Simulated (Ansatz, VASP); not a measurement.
**In2Sb in VASP and in Ansatz**

```
In Sb
1.0
     5.37990    0.00000    0.00000
    -2.68995    4.65913    0.00000
     0.00000    0.00000    6.72255
In Sb
4 2
Direct
  0.66667 0.33333 0.25000
  0.33333 0.66667 0.75000
  0.00000 0.00000 0.50000
  0.00000 0.00000 0.00000
  0.66667 0.33333 0.75000
  0.33333 0.66667 0.25000
```

Alike in both runs: task single point; functional r2SCAN; k mesh 12 × 12 × 6; occupations gaussian, width 0.2 eV; no spin polarisation.

|  | VASP | Ansatz |
| --- | --- | --- |
| version | VASP 6.6.1 | Ansatz 0.2.0 |
| potentials or method | VASP PAW PBE potentials, release 64 (In_d, Sb), cutoff 520 eV | scalar-relativistic, plane waves, PAW |
| valence electrons in the cell | 62 | 82 |

|  | VASP | Ansatz | Ansatz less VASP |
| --- | --- | --- | --- |
| gap on the k mesh at the Fermi level (eV) | none | none | - |
| pressure (GPa) | -0.9 | -0.9 | +0.04 |
| traceless stress, the component that is largest in VASP (GPa) | -1.17 | -1.16 | +0.013 |

VASP's potentials were made for PBE, not for r2SCAN. A gap of «none» marks a metal or a gap that the smearing closes. The functional is the same, so the differences come from potentials, cutoffs and numerics. VASP's potentials hold 62 valence electrons a cell and Ansatz's 82, so a difference there can come from the potentials and not from the codes.

Spin-orbit coupling is off throughout.
